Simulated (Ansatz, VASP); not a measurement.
**Two plane-wave programs on Pd**

```
Pd
1.0
     2.77980    0.00000    0.00000
    -1.38990    2.40738    0.00000
     0.00000    0.00000    9.16662
Pd
4
Direct
  0.00000 0.00000 0.00000
  0.00000 0.00000 0.50000
  0.33333 0.66667 0.25000
  0.66667 0.33333 0.75000
```

Alike in both runs: task single point; functional LDA; k mesh 15 × 15 × 4; occupations fermi-dirac, width 0.1 eV; no spin polarisation.

```csv
,VASP,Ansatz
version,VASP 6.6.1,Ansatz 0.2.0
potentials or method,"VASP PAW LDA potentials, release 64 (Pd), cutoff 520 eV","plane waves (420 eV) with PAW, scalar-relativistic"
valence electrons in the cell,40,72
```

|  | VASP | Ansatz | Ansatz less VASP |
| --- | --- | --- | --- |
| pressure (GPa) | -13.8 | -14.0 | -0.23 |
| traceless stress, the component that is largest in VASP (GPa) | -0.06 | -0.02 | +0.035 |

Ansatz warns that its potentials were made for another functional, while VASP's fit it. LDA's correlation is that of Perdew and Zunger in VASP and of Perdew and Wang (1992) in Ansatz. VASP's potentials hold 40 valence electrons a cell and Ansatz's 72, so a difference there can come from the potentials and not from the codes.
